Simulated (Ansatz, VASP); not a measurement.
**SiGe3 in VASP and in Ansatz**

File POSCAR:

```
SiGe3
1.0
    2.0035334112      1.1567405543      6.5312283588
   -2.0035334112      1.1567405543      6.5312283588
    0.0000000000     -2.3134811085      6.5312283588
Si Ge
1 3
Direct
    1.0000856422      0.0000856422      0.0000856422
    0.5000462098      0.5000462098      0.5000462098
    0.3734068851      0.3734068851      0.3734068851
    0.8764612630      0.8764612630      0.8764612630
```

Contents of INCAR.step1:

```
SYSTEM = SiGe3
PREC     = Accurate       ! precision mode
ENCUT    = 520            ! plane-wave cutoff, eV
ISMEAR   = 0              ! smearing method
SIGMA    = 0.01           ! smearing width, eV
LREAL    = .False.        ! projectors in reciprocal space
LASPH    = .True.         ! aspherical terms in the spheres
NELM     = 100            ! most SCF steps
NBANDS   = 31             ! bands
GGA      = PE             ! functional
ALGO     = Normal         ! electronic algorithm
EDIFF    = 1E-4           ! SCF threshold, eV
LWAVE    = .True.         ! write WAVECAR
LCHARG   = .False.        ! write CHGCAR
```

INCAR.step2

```
SYSTEM = SiGe3
PREC     = Accurate       ! precision mode
ENCUT    = 520            ! plane-wave cutoff, eV
EDIFF    = 1E-7           ! SCF threshold, eV
ISMEAR   = 0              ! smearing method
SIGMA    = 0.01           ! smearing width, eV
LREAL    = .False.        ! projectors in reciprocal space
LASPH    = .True.         ! aspherical terms in the spheres
NELM     = 100            ! most SCF steps
ALGO     = Normal         ! electronic algorithm
ISIF     = 2              ! what is computed and relaxed
LWAVE    = .False.        ! write WAVECAR
LCHARG   = .False.        ! write CHGCAR
METAGGA  = R2SCAN         ! meta-GGA
LMIXTAU  = .True.       
NBANDS   = 31             ! bands
ISTART   = 1
```

The input KPOINTS:

```
regular mesh
0
Gamma
  6 6 6
  0 0 0
```

Input for Ansatz:

```yaml
crystal:
  lattice:
    - [2.0035334112, 1.1567405543, 6.5312283588]
    - [-2.0035334112, 1.1567405543, 6.5312283588]
    - [0.0, -2.3134811085, 6.5312283588]
  atoms:
    - { symbol: Si, position: [1.0000856422, 8.56422e-05, 8.56422e-05] }
    - { symbol: Ge, position: [0.5000462098, 0.5000462098, 0.5000462098] }
    - { symbol: Ge, position: [0.3734068851, 0.3734068851, 0.3734068851] }
    - { symbol: Ge, position: [0.876461263, 0.876461263, 0.876461263] }
kpoints:
  mp_grid: { grid: [6, 6, 6] }
hamiltonian:
  xc: r2scan
scf:
  occupations: { method: fixed }
  n_extra_bands: 5
output:
  forces: true
  stress: true
  eigenvalues: true
```

Alike in both runs: task single point; functional r2SCAN; k mesh 6 × 6 × 6; no spin polarisation.

```csv
,VASP,Ansatz
version,VASP 6.6.1,Ansatz 0.2.0
potentials or method,"VASP PAW PBE potentials, release 64 (Si, Ge_d)","plane waves, PAW"
plane-wave cutoff (eV),520,500
occupations,"gaussian, width 0.01 eV",fixed
valence electrons in the cell,46,46
```

VASP gave:

* gap on the k mesh at the Fermi level (eV): 0.54
* pressure (GPa): -2.2
* rms of the force components (eV/Å): 0.008

Question: Which values does Ansatz return?

Answer: gap on the k mesh at the Fermi level (eV): 0.56; pressure (GPa): -2.2; rms of the force components (eV/Å): 0.006.

VASP's potentials were made for PBE, not for r2SCAN. Atom by atom the forces differ by 0.005 eV/Å (rms over components).
